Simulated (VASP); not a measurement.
# ZrAlPd3 (Pm-3m) in VASP: further runs

Runs on ZrAlPd3. Level: r2SCAN. Tasks: single point, relaxation of cell and atoms.

Program: VASP 6.6.1. These are calculated values, not measurements. Logs are shortened: lines on timing, memory, paths and dates and some standing lists are left out, and cuts for length are marked.

### Step 1. The cell of the first run

It takes space group Pm-3m (No. 221, cubic). Conventional cell: a = 4.125 Å, b = 4.125 Å, c = 4.125 Å, α = 90.00°, β = 90.00°, γ = 90.00°. Zr (site symmetry m-3m) has 12 Pd at 2.92 Å and 8 Al at 3.57 Å within 3.8 Å. Within 2.7 Å of Al (site symmetry m-3m) lie 6 Pd at 2.06 Å. Within 2.7 Å of Pd (site symmetry 4/mmm) lie 2 Al at 2.06 Å.

### Step 2. Single point, r2SCAN

Input file POSCAR:

```
ZrAlPd3
1.0
    4.1245945730      0.0000000000      0.0000000000
    0.0000000000      4.1245945730      0.0000000000
    0.0000000000      0.0000000000      4.1245945730
Zr Al Pd
1 1 3
Direct
    0.0000000000      0.0000000000      0.0000000000
    0.5000000000      0.5000000000      0.5000000000
    0.0000000000      0.5000000000      0.5000000000
    0.5000000000      0.0000000000      0.5000000000
    0.5000000000      0.5000000000      0.0000000000
```

Input file INCAR.step1:

```
SYSTEM = ZrAlPd3
ALGO = Normal
EDIFF = 1E-4
ENCUT = 520
GGA = PE
ISMEAR = 0
LASPH = .True.
LCHARG = .False.
LREAL = .False.
LWAVE = .True.
NBANDS = 30
NELM = 60
PREC = Accurate
SIGMA = 0.1
```

Input file INCAR.step2:

```
SYSTEM = ZrAlPd3
ALGO = Normal
EDIFF = 1E-6
ENCUT = 520
ISIF = 2
ISMEAR = 0
ISTART = 1
LASPH = .True.
LCHARG = .True.
LELF = .True.
LMIXTAU = .True.
LREAL = .False.
LVHAR = .True.
LWAVE = .False.
METAGGA = R2SCAN
NBANDS = 30
NELM = 60
PREC = Accurate
SIGMA = 0.1
```

Input file KPOINTS:

```
k-points
0
Gamma
  4 4 4
  0 0 0
```

Potentials or basis: VASP PAW PBE potentials, release 64 (Zr_sv, Al, Pd).

Launch:

```console
cat potpaw_PBE.64/Zr_sv/POTCAR potpaw_PBE.64/Al/POTCAR potpaw_PBE.64/Pd/POTCAR > POTCAR
cp INCAR.step1 INCAR
mpirun -np 1 vasp_std > vasp.out
cp INCAR.step2 INCAR
mpirun -np 1 vasp_std > vasp.out
```

OUTCAR:

```text
SYSTEM = ZrAlPd3
   EDIFF = 1E-6
   ENCUT = 520
   ISIF = 2
   ISMEAR = 0
   ISTART = 1
   LASPH = .True.
   LREAL = .False.
   METAGGA = R2SCAN
   NELM = 60
   PREC = Accurate

 ion  position               nearest neighbor table
   1  0.000  0.000  0.000-   3 2.92   4 2.92   5 2.92   3 2.92   4 2.92   3 2.92   5 2.92   3 2.92
                             4 2.92   5 2.92   4 2.92   5 2.92   2 3.57   2 3.57   2 3.57   2 3.57
   2  0.500  0.500  0.500-   3 2.06   4 2.06   5 2.06   5 2.06   4 2.06   3 2.06   1 3.57   1 3.57
                             1 3.57   1 3.57   1 3.57   1 3.57   1 3.57   1 3.57
   3  0.000  0.500  0.500-   2 2.06   2 2.06   4 2.92   5 2.92   1 2.92   5 2.92   1 2.92   4 2.92
                             1 2.92   1 2.92   4 2.92   5 2.92   5 2.92   4 2.92
   4  0.500  0.000  0.500-   2 2.06   2 2.06   3 2.92   5 2.92   1 2.92   5 2.92   1 2.92   3 2.92
                             5 2.92   5 2.92   1 2.92   3 2.92   1 2.92   3 2.92
   5  0.500  0.500  0.000-   2 2.06   2 2.06   3 2.92   4 2.92   1 2.92   3 2.92   4 2.92   1 2.92
                             4 2.92   4 2.92   1 2.92   3 2.92   3 2.92   1 2.92

  LATTYP: Found a simple cubic cell.
 ALAT       =     4.1245945730

  Lattice vectors:

 A1 = (   4.1245945730,   0.0000000000,   0.0000000000)
 A2 = (   0.0000000000,   4.1245945730,   0.0000000000)
 A3 = (   0.0000000000,   0.0000000000,   4.1245945730)

Analysis of symmetry for initial positions (statically):
=====================================================================
 Subroutine PRICEL returns:
 Original cell was already a primitive cell.

 Routine SETGRP: Setting up the symmetry group for a
 simple cubic supercell.

 Subroutine GETGRP returns: Found 48 space group operations
 (whereof 48 operations were pure point group operations)
 out of a pool of 48 trial point group operations.

The static configuration has the point symmetry O_h .

Analysis of symmetry for dynamics (positions and initial velocities):
=====================================================================
 Subroutine PRICEL returns:
 Original cell was already a primitive cell.

 Routine SETGRP: Setting up the symmetry group for a
 simple cubic supercell.

 Subroutine GETGRP returns: Found 48 space group operations
 (whereof 48 operations were pure point group operations)
 out of a pool of 48 trial point group operations.

The dynamic configuration has the point symmetry O_h .

 Subroutine INISYM returns: Found 48 space group operations
 (whereof 48 operations are pure point group operations),
 and found     1 'primitive' translations

----------------------------------------------------------------------------------------

                                     Primitive cell

  volume of cell :      70.1688

  direct lattice vectors                    reciprocal lattice vectors
     4.124594573  0.000000000  0.000000000     0.242448072  0.000000000  0.000000000
     0.000000000  4.124594573  0.000000000     0.000000000  0.242448072  0.000000000
     0.000000000  0.000000000  4.124594573     0.000000000  0.000000000  0.242448072

  length of vectors
     4.124594573  4.124594573  4.124594573     0.242448072  0.242448072  0.242448072

  position of ions in fractional coordinates (direct lattice)
     0.000000000  0.000000000  0.000000000
     0.500000000  0.500000000  0.500000000
     0.000000000  0.500000000  0.500000000
     0.500000000  0.000000000  0.500000000
     0.500000000  0.500000000  0.000000000

  ion indices of the primitive-cell ions
   primitive index   ion index
                 1           1
                 2           2
                 3           3
                 4           4
                 5           5

----------------------------------------------------------------------------------------

 KPOINTS: k-points

Automatic generation of k-mesh.
 Grid dimensions read from file:
 generate k-points for:    4    4    4

 Generating k-lattice:

  Cartesian coordinates                     Fractional coordinates (reciprocal lattice)
     0.060612018  0.000000000  0.000000000     0.250000000  0.000000000  0.000000000
     0.000000000  0.060612018  0.000000000     0.000000000  0.250000000  0.000000000
     0.000000000  0.000000000  0.060612018     0.000000000  0.000000000  0.250000000

  Length of vectors
     0.060612018  0.060612018  0.060612018

  Shift w.r.t. Gamma in fractional coordinates (k-lattice)
     0.000000000  0.000000000  0.000000000

 Subroutine IBZKPT returns following result:
 ===========================================

 Found     10 irreducible k-points:

 Following reciprocal coordinates:
            Coordinates               Weight
  0.000000  0.000000  0.000000      1.000000
  0.250000  0.000000  0.000000      6.000000
  0.500000  0.000000  0.000000      3.000000
  0.250000  0.250000  0.000000     12.000000
  0.500000  0.250000  0.000000     12.000000
  0.500000  0.500000  0.000000      3.000000
  0.250000  0.250000  0.250000      8.000000
  0.500000  0.250000  0.250000     12.000000
  0.500000  0.500000  0.250000      6.000000
  0.500000  0.500000  0.500000      1.000000
   k-points           NKPTS =     10   k-points in BZ     NKDIM =     10   number of bands    NBANDS=     30
   number of dos      NEDOS =    301   number of ions     NIONS =      5
   total plane-waves  NPLWV =  32768
   dimension x,y,z NGX =    32 NGY =   32 NGZ =   32
   dimension x,y,z NGXF=    64 NGYF=   64 NGZF=   64
   ions per type =               1   1   3
   NGX,Y,Z   is equivalent  to a cutoff of  12.90, 12.90, 12.90 a.u.
   NGXF,Y,Z  is equivalent  to a cutoff of  25.80, 25.80, 25.80 a.u.
 SYSTEM =  ZrAlPd3
   PREC   = accura    normal or accurate (medium, high low for compatibility)
   ISTART =      1    job   : 0-new  1-cont  2-samecut
   ICHARG =      0    charge: 1-file 2-atom 10-const
   ISPIN  =      1    spin polarized calculation?
   LNONCOLLINEAR =      F non collinear calculations
   LSORBIT =      F    spin-orbit coupling
   LASPH  =      T    aspherical Exc in radial PAW
   ENCUT  =  520.0 eV  38.22 Ry    6.18 a.u.   7.67  7.67  7.67*2*pi/ulx,y,z
   NELM   =     60;   NELMIN=  2; NELMDL=  0     # of ELM steps
   EDIFF  = 0.1E-05   stopping-criterion for ELM
   LREAL  =      F    real-space projection
   EDIFFG = 0.1E-04   stopping-criterion for IOM
   NSW    =      0    number of steps for IOM
   IBRION =     -1    ionic relax: 0-MD 1-quasi-New 2-CG
   NFREE  =      0    steps in history (QN), initial steepest desc. (CG)
   ISIF   =      2    stress and relaxation
   ISYM   =      2    0-nonsym 1-usesym 2-fastsym
   POTIM  = 0.5000    time-step for ionic-motion
   TEBEG  =    0.0;   TEEND  =   0.0 temperature during run
   PSTRESS=    0.0 pullay stress
   NELECT =      45.0000    total number of electrons
   NUPDOWN=      -1.0000    fix difference up-down
   EMIN   =  10.00;   EMAX   =-10.00  energy-range for DOS
   EFERMI =   0.00;   METHOD = LEGACY
   ISMEAR =     0;   SIGMA  =   0.10  broadening in eV -4-tet -1-fermi 0-gaus
   EFERMI_NEDOS =   21; number of points for ismear=-14 and -15
   IALGO  =     38    algorithm
   IMIX   =      4    mixing-type and parameters
     AMIX     =   0.40;   BMIX     =  1.00
     AMIX_MAG =   1.60;   BMIX_MAG =  1.00
  volume/ion in A,a.u.               =      14.03        94.70
  Fermi-wavevector in a.u.,A,eV,Ry     =   1.411771  2.667861 27.117754  1.993099
  Thomas-Fermi vector in A             =   2.533589
   LORBIT       =      0    0 simple, 1 ext, 2 COOP (PROOUT), +10 PAW based schemes
   METAGGA = R2SCAN    functional components
   LHFCALC =     F    Hartree Fock is set to
   AEXX    =    0.0000 exact exchange contribution
   IVDW    =     0    specifies the selected vdW correction
   LEPSILON=     F    determine dielectric tensor
   LRPA    =     F    only Hartree local field effects (RPA)
 non-spin polarized calculation
 Gauss-broadening in eV      SIGMA  =   0.10
  energy-cutoff  :      520.00
  volume of cell :       70.17
 maximum number of plane-waves:      1924
 NGX is ok and might be reduce to    32
   NGX = 15   NGY = 15   NGZ = 15

 number of electron      45.0000010 magnetization

 Free energy of the ion-electron system (eV)
  ---------------------------------------------------
  ext. energy  EPLUGINS =         0.00000000
  ---------------------------------------------------
  free energy    TOTEN  =       -95.73432682 eV

  energy without entropy =      -95.71630381  energy(sigma->0) =      -95.72531531

 E-fermi :  12.4274     XC(G=0): -13.9725

 val. band max:       12.3670717726   @ k =   0.5000   0.2500   0.2500
 cond. band min:      12.4637430891   @ k =   0.2500   0.0000   0.0000
 fundamental gap:      0.0966713165
 Fermi energy:        12.4274369496

 k-point     1 :       0.0000    0.0000    0.0000
  band No.  band energies     occupation
      1     -39.3749      2.00000
      2     -16.6558      2.00000
      3     -16.6558      2.00000
      4     -16.6558      2.00000
      5       1.3356      2.00000
      6       5.0881      2.00000
[... 22 lines left out ...]
     29      20.7599      0.00000
     30      20.7599      0.00000

 k-point     2 :       0.2500    0.0000    0.0000
  band No.  band energies     occupation
      1     -39.3735      2.00000
      2     -16.6851      2.00000
      3     -16.6584      2.00000
      4     -16.6584      2.00000
      5       1.8919      2.00000
      6       5.4827      2.00000
[... 22 lines left out ...]
     29      18.4968      0.00000
     30      20.2830      0.00000

 k-point     3 :       0.5000    0.0000    0.0000
  band No.  band energies     occupation
      1     -39.3722      2.00000
      2     -16.7141      2.00000
      3     -16.6609      2.00000
      4     -16.6609      2.00000
      5       2.6999      2.00000
      6       5.7100      2.00000
[... 220 lines left out ...]
     29      18.4931      0.00000
     30      19.3160      0.00000

 k-point    10 :       0.5000    0.5000    0.5000
  band No.  band energies     occupation
      1     -39.3701      2.00000
      2     -16.6890      2.00000
      3     -16.6890      2.00000
      4     -16.6890      2.00000
      5       4.2136      2.00000
      6       4.2136      2.00000
[... 22 lines left out ...]
     29      18.5548      0.00000
     30      18.5548      0.00000

------------------------ aborting loop because EDIFF is reached ----------------------------------------

  FORCE on cell =-STRESS in cart. coord.  units (eV):
  Direction    XX          YY          ZZ          XY          YZ          ZX
  --------------------------------------------------------------------------------------
  -------------------------------------------------------------------------------------
  Total       26.8864373     26.8864373     26.8864373     -0.0000000      0.0000000      0.0000000
  in kB      613.9034056    613.9034056    613.9034056     -0.0000000      0.0000000      0.0000000
  external PRESSURE =     613.9034056 kB  Pullay stress =       0.0000000 kB

 VOLUME and BASIS-vectors are now :
 -----------------------------------------------------------------------------
  energy-cutoff  :      520.00
  volume of cell :       70.17
      direct lattice vectors                 reciprocal lattice vectors
     4.124594573  0.000000000  0.000000000     0.242448072  0.000000000  0.000000000
     0.000000000  4.124594573  0.000000000     0.000000000  0.242448072  0.000000000
     0.000000000  0.000000000  4.124594573     0.000000000  0.000000000  0.242448072

 POSITION                                       TOTAL-FORCE (eV/Angst)
 -----------------------------------------------------------------------------------
      0.00000      0.00000      0.00000         0.000000      0.000000      0.000000
      2.06230      2.06230      2.06230         0.000000      0.000000      0.000000
      0.00000      2.06230      2.06230         0.000000      0.000000      0.000000
      2.06230      0.00000      2.06230         0.000000      0.000000      0.000000
      2.06230      2.06230      0.00000         0.000000      0.000000      0.000000
 -----------------------------------------------------------------------------------
    total drift:                                0.000000     -0.000000     -0.000000

  FREE ENERGIE OF THE ION-ELECTRON SYSTEM (eV)
  ---------------------------------------------------
  free  energy   TOTEN  =       -95.7343268212 eV

  energy  without entropy=      -95.7163038083  energy(sigma->0) =      -95.72531531
```

It took 40 s on 1 thread of Intel Xeon 6975P-C (Granite Rapids), shared host; peak memory 0.19 GiB.

What came out:

```yaml
Free_energy: -95.7343 eV
Pressure: 61.4 GPa
Band_gap_on_the_k_mesh: zero (an odd number of electrons rules out a gap without spin polarisation)
```

Levels at points of the mesh, in eV from the Fermi level:
```tsv
k point	band 19	band 20	band 21	band 22	band 23	band 24	band 25	band 26	band 27	band 28
(0.00, 0.00, 0.00)	-2.34	-2.05	-0.72	-0.72	-0.72	1.07	1.07	2.92	2.92	2.92
(0.50, 0.00, 0.00)	-3.58	-3.06	-2.34	-0.28	-0.28	0.77	1.65	2.75	4.62	4.62
(0.50, 0.50, 0.00)	-3.63	-3.18	-2.68	-0.59	-0.59	0.51	0.51	1.69	2.73	3.63
(0.50, 0.50, 0.50)	-2.35	-2.35	-0.77	-0.77	-0.77	-0.09	-0.09	-0.09	2.66	2.66
```

Caveat: the k points lie up to 0.38 Å⁻¹ apart, too coarse for converged energies and pressures of a metal; the PAW data sets were made with another functional, which shifts forces and pressure a little.

### Step 3. Single point, r2SCAN

This run uses another cell than the first one, of 18.24 Å³/atom.

Edit POSCAR of step 2 so:

```diff
@@ -2,5 +2,5 @@
 1.0
-    4.1245945730      0.0000000000      0.0000000000
-    0.0000000000      4.1245945730      0.0000000000
-    0.0000000000      0.0000000000      4.1245945730
+    4.5011044235      0.0000000000      0.0000000000
+    0.0000000000      4.5011044235      0.0000000000
+    0.0000000000      0.0000000000      4.5011044235
 Zr Al Pd
```

Input file INCAR.step1:

```
ALGO = Normal
EDIFF = 1E-4
ENCUT = 520
GGA = PE
ISMEAR = 0
LASPH = True
LCHARG = False
LREAL = False
LWAVE = True
NBANDS = 30
NELM = 60
PREC = Accurate
SIGMA = 0.1
```

Input file INCAR.step2:

```
ALGO = Normal
EDIFF = 1E-7
ENCUT = 520
ISIF = 2
ISMEAR = 0
ISTART = 1
LASPH = True
LCHARG = True
LELF = True
LMIXTAU = True
LREAL = False
LVHAR = True
LWAVE = False
METAGGA = R2SCAN
NBANDS = 30
NELM = 60
PREC = Accurate
SIGMA = 0.1
```

Input file KPOINTS:

```
k-points
0
Gamma
  4 4 4
```

Potentials or basis: VASP PAW PBE potentials, release 64 (Zr_sv, Al, Pd).

Launch:

```console
cat potpaw_PBE.64/Zr_sv/POTCAR potpaw_PBE.64/Al/POTCAR potpaw_PBE.64/Pd/POTCAR > POTCAR
cp INCAR.step1 INCAR
mpirun -np 1 vasp_std > vasp.out
cp INCAR.step2 INCAR
mpirun -np 1 vasp_std > vasp.out
```

Run time: 64 s. Hardware: 1 thread of Intel Xeon 6975P-C (Granite Rapids), shared host; peak memory 0.22 GiB.

Results (log left out):

```
Free energy            : -98.9119 eV
Pressure               : 0.2 GPa
Band gap on the k mesh : zero (an odd number of electrons rules out a gap without spin polarisation)
```

Levels at points of the mesh, in eV from the Fermi level:
```csv
k point,band 20,band 21,band 22,band 23,band 24,band 25,band 26,band 27
"(0.00, 0.00, 0.00)",-1.65,-0.47,-0.47,-0.47,0.68,0.68,1.95,1.95
"(0.50, 0.00, 0.00)",-2.27,-1.87,-0.14,-0.14,0.55,1.24,1.85,3.44
"(0.50, 0.50, 0.00)",-2.38,-1.82,-0.66,-0.66,0.41,0.41,1.27,1.75
"(0.50, 0.50, 0.50)",-1.86,-0.30,-0.30,-0.30,-0.26,-0.26,-0.26,1.84
```

Caveat: the PAW data sets were made with another functional, which shifts forces and pressure a little.

[end of part 1 of 2]
